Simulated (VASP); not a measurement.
A run of VASP 6.6.1 is set up as follows.

File INCAR:

```
SYSTEM = Si3N4
PREC = Accurate ; ENCUT = 520
EDIFF = 1E-7 ; ISMEAR = 0
SIGMA = 0.02 ; LREAL = .False.
LASPH = .True. ; NELM = 60
ALGO = Normal ; ISIF = 2
LWAVE = .False. ; LCHARG = .False.
GGA = PS ; NBANDS = 45
```

KPOINTS

```
Automatic mesh
0
Gamma
  6 6 8
  0 0 0
```

Contents of POSCAR:

```
Si3N4
1.0
    7.6245829451      0.0000000000      0.0000000000
   -3.8122914725      6.6030825238      0.0000000000
    0.0000000000      0.0000000000      2.9105257142
Si N
6 8
Direct
    0.7676058997      0.1739756988      0.3256285714
    0.5936302009      0.7676058997      0.8256285714
    0.8260243012      0.5936302009      0.3256285714
    0.2323941003      0.8260243012      0.8256285714
    0.4063697991      0.2323941003      0.3256285714
    0.1739756988      0.4063697991      0.8256285714
    0.0296367482      0.3299982927      0.3256285714
    0.6996384555      0.0296367482      0.8256285714
    0.6700017073      0.6996384555      0.3256285714
    0.9703632518      0.6700017073      0.8256285714
    0.3003615445      0.9703632518      0.3256285714
    0.3299982927      0.3003615445      0.8256285714
    0.3333333333      0.6666666667     -0.1743714286
    0.6666666667      0.3333333333      0.3256285714
```

Potentials or basis: VASP PAW PBE potentials, release 64 (Si, N).

Command:

```bash
$ cat potpaw_PBE.64/Si/POTCAR potpaw_PBE.64/N/POTCAR > POTCAR
$ mpirun -np 1 vasp_std > vasp.out
```

(1) Estimate the band gap on the k mesh.

(2) Predict the largest force.

(3) Predict the pressure.

## Answers

(1) 4.19 eV, indirect (least direct gap 4.38 eV).

(2) 0.004 eV/Å.

(3) 0.2 GPa.

Caveat: the PAW data sets were made with another functional, which shifts forces and pressure a little.
